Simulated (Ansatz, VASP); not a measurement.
## Two plane-wave programs on BaO

The input INCAR:

```
PREC     = Accurate       # precision mode
ENCUT    = 520            # plane-wave cutoff, eV
EDIFF    = 1E-7           # SCF threshold, eV
ISMEAR   = 0              # smearing method
SIGMA    = 0.02           # smearing width, eV
LREAL    = F              # projectors in reciprocal space
LASPH    = T              # aspherical terms in the spheres
NELM     = 120            # most SCF steps
ALGO     = Normal         # electronic algorithm
ISIF     = 2              # what is computed and relaxed
LWAVE    = F              # write WAVECAR
LCHARG   = F              # write CHGCAR
GGA      = PS             # functional
IBRION   = 2              # ionic algorithm
NSW      = 60             # ionic steps
EDIFFG   = -0.002         # ionic threshold
GGA_COMPAT= F            
NELMIN   = 4
```

The input KPOINTS:

```
regular mesh
0
Gamma
  8 8 8
```

POSCAR

```
BaO
1.0
    0.0000000000      2.7176118866      2.7176118866
    2.7176118866      0.0000000000      2.7176118866
    2.7176118866      2.7176118866      0.0000000000
Ba O
1 1
Direct
    0.0000000000      0.0000000000      0.0000000000
    0.5000000000      0.5000000000      0.5000000000
```

Input for Ansatz:

```yaml
crystal:
  lattice:
    - [0.0, 2.7176118866, 2.7176118866]
    - [2.7176118866, 0.0, 2.7176118866]
    - [2.7176118866, 2.7176118866, 0.0]
  atoms:
    - { symbol: Ba, position: [0.0, 0.0, 0.0] }
    - { symbol: O, position: [0.5, 0.5, 0.5] }
basis:
  ecutwfc: 600.0
kpoints:
  mp_grid: { grid: [8, 8, 8] }
hamiltonian:
  xc: pbesol
  pseudopotentials: { kind: paw, azcp: { folder: soft_1 } }
scf:
  occupations: { method: gaussian, width: 0.02 }
output:
  forces: true
  stress: true
  eigenvalues: true
relax:
  adjacent_minimum: "off"
  f_tol: 0.002
  max_steps: 40
```

Change from the starting cell: strained cell.

Alike in both runs: task relaxation of the atoms; functional PBEsol; k mesh 8 × 8 × 8; occupations gaussian, width 0.02 eV; no spin polarisation.

|  | VASP | Ansatz |
| --- | --- | --- |
| version | VASP 6.6.1 | Ansatz 0.2.0 |
| potentials or method | VASP PAW PBE potentials, release 64 (Ba_sv, O), cutoff 520 eV | scalar-relativistic, plane waves, PAW |
| valence electrons in the cell | 16 | 16 |

Ansatz gave:

```
gap on the k mesh at the Fermi level, each at its own relaxed structure (eV) : 1.72
```

Task: Which values does VASP return?

Result: gap on the k mesh at the Fermi level, each at its own relaxed structure (eV): 1.64.

VASP's potentials were made for PBE, not for PBEsol, and Ansatz warns of the same on its side. Ansatz's warnings: stress scf threshold loose.

Spin-orbit coupling is off throughout. Noted on VASP's run: the relaxation stopped at its first step, so nothing moved.
